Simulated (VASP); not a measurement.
Write the native input for VASP 6.6.1 that does the following.

- Task: single point
- Functional: PBE
- Potentials or basis: VASP PAW PBE potentials, release 64 (Pb_d, S)
- Cutoff: 520 eV
- k mesh: 6 × 6 × 2
- Occupations: fermi-dirac, width 0.05 eV
- Spin: no spin polarisation
- Dipole correction: no
- Further INCAR settings: ALGO = Normal; EDIFF = 1e-06; NBANDS = 28

The structure of PbS lies in POSCAR:

```
PbS
1.0
    2.9425104195     -2.9449601761      0.0000000000
    2.9425104195      2.9449601761      0.0000000000
   -2.0699690281      0.0000000000     21.9065446071
Pb S
2 2
Direct
    0.2778832700      0.2674392800      0.0643015600
    0.7325607200      0.7221167300      0.9356984400
    0.7842103300      0.7540543200      0.0556270400
    0.2459456800      0.2157896700      0.9443729600
```

The input as run:

INCAR

```
SYSTEM = PbS
ALGO = Normal ; EDIFF = 1E-6
ENCUT = 520 ; GGA = PE
ISIF = 2 ; ISMEAR = -1
LASPH = .True. ; LCHARG = .False.
LREAL = .False. ; LWAVE = .False.
NBANDS = 28 ; NELM = 100
PREC = Accurate ; SIGMA = 0.05
```

KPOINTS

```
k-points
0
Gamma
  6 6 2
  0 0 0
```

Potentials or basis: VASP PAW PBE potentials, release 64 (Pb_d, S).

Command:

```sh
$ cat potpaw_PBE.64/Pb_d/POTCAR potpaw_PBE.64/S/POTCAR > POTCAR
$ mpirun -np 1 vasp_std > vasp.out
```

Results of the run:

The largest force is 0.426 eV/Å and the band gap on the k mesh is 2.02 eV (least direct gap 2.13 eV).

Caveat: there is no dipole correction, which matters where the two faces differ; spin-orbit coupling is left out, which moves the levels of the heavy elements.

It took 12 min on 1 thread of Intel Xeon 8259CL (shared host), peak memory 0.55 GiB.
